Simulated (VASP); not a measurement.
A run of VASP 6.6.1 is set up as follows.

The input INCAR:

```
SYSTEM = TaTi5N6
PREC     = Accurate       ! precision mode
ENCUT    = 520            ! plane-wave cutoff, eV
EDIFF    = 1E-6           ! SCF threshold, eV
ISMEAR   = 0              ! smearing method
SIGMA    = 0.2            ! smearing width, eV
LREAL    = .False.        ! projectors in reciprocal space
LASPH    = .True.         ! aspherical terms in the spheres
NELM     = 80             ! most SCF steps
ALGO     = Normal         ! electronic algorithm
ISIF     = 2              ! what is computed and relaxed
LWAVE    = .False.        ! write WAVECAR
LCHARG   = .False.        ! write CHGCAR
GGA      = PE             ! functional
NBANDS   = 62             ! bands
```

The input KPOINTS:

```
Automatic mesh
0
Gamma
  8 8 2
  0 0 0
```

The input POSCAR:

```
TaTi5N6
1.0
    3.0317798000      0.0000000000      0.0000000000
    0.0000000000      3.0317798000      0.0000000000
    0.0000000000      0.0000000000     12.8123042000
Ti Ta N
5 1 6
Direct
    0.0000000000      0.0000000000      0.0000000000
    0.5000000000      0.5000000000      0.1650960000
    0.0000000000      0.0000000000      0.3269490000
    0.0000000000      0.0000000000      0.6730510000
    0.5000000000      0.5000000000      0.8349040000
    0.5000000000      0.5000000000      0.5000000000
    0.0000000000      0.0000000000      0.1644560000
    0.5000000000      0.5000000000      0.3304830000
    0.0000000000      0.0000000000      0.5000000000
    0.5000000000      0.5000000000      0.6695170000
    0.0000000000      0.0000000000      0.8355440000
    0.5000000000      0.5000000000      0.0000000000
```

Potentials or basis: VASP PAW PBE potentials, release 64 (Ti_sv, Ta_pv, N).

Launch:

```bash
$ cat potpaw_PBE.64/Ti_sv/POTCAR potpaw_PBE.64/Ta_pv/POTCAR potpaw_PBE.64/N/POTCAR > POTCAR
$ mpirun -np 1 vasp_std > vasp.out
```

Task: Estimate the pressure.

Result: 0.6 GPa.

Task: Estimate the largest force.

Result: 0.081 eV/Å.

Forces in eV/Å, atoms in the order of the input:
```
Ti   0.000  0.000  0.000
Ti   0.000  0.000  0.025
Ti   0.000  0.000  0.081
Ti   0.000  0.000 -0.081
Ti   0.000  0.000 -0.025
Ta   0.000  0.000  0.000
N    0.000  0.000 -0.021
N    0.000  0.000 -0.033
N    0.000  0.000  0.000
N    0.000  0.000  0.033
N    0.000  0.000  0.021
N    0.000  0.000  0.000
```
